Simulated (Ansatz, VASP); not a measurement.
Zn2N in VASP and in Ansatz

```
CELL_PARAMETERS angstrom
2.59779 0.00000 0.00000
0.00000 2.59779 0.00000
0.00000 0.00000 6.35951
ATOMIC_POSITIONS crystal
Zn 0.00000 0.00000 0.00000
Zn 0.50000 0.50000 0.50000
N 0.50000 0.50000 0.00000
```

Alike in both runs: task single point; functional PBE; k mesh 6 × 6 × 4; occupations gaussian, width 0.1 eV; no spin polarisation.

|  | VASP | Ansatz |
| --- | --- | --- |
| version | VASP 6.6.1 | Ansatz 0.2.0 |
| potentials or method | VASP PAW PBE potentials, release 64 (Zn, N), cutoff 520 eV | scalar-relativistic, plane waves, PAW |
| valence electrons in the cell | 29 | 29 |

|  | VASP | Ansatz | Ansatz less VASP |
| --- | --- | --- | --- |
| gap on the k mesh at the Fermi level (eV) | none | none | - |
| pressure (GPa) | 23.9 | 22.4 | -1.53 |
| traceless stress, the component that is largest in VASP (GPa) | -28.50 | -27.09 | +1.413 |

A gap of «none» marks a metal or a gap that the smearing closes.

The k mesh is coarse, so the values compare programs but aren't converged.
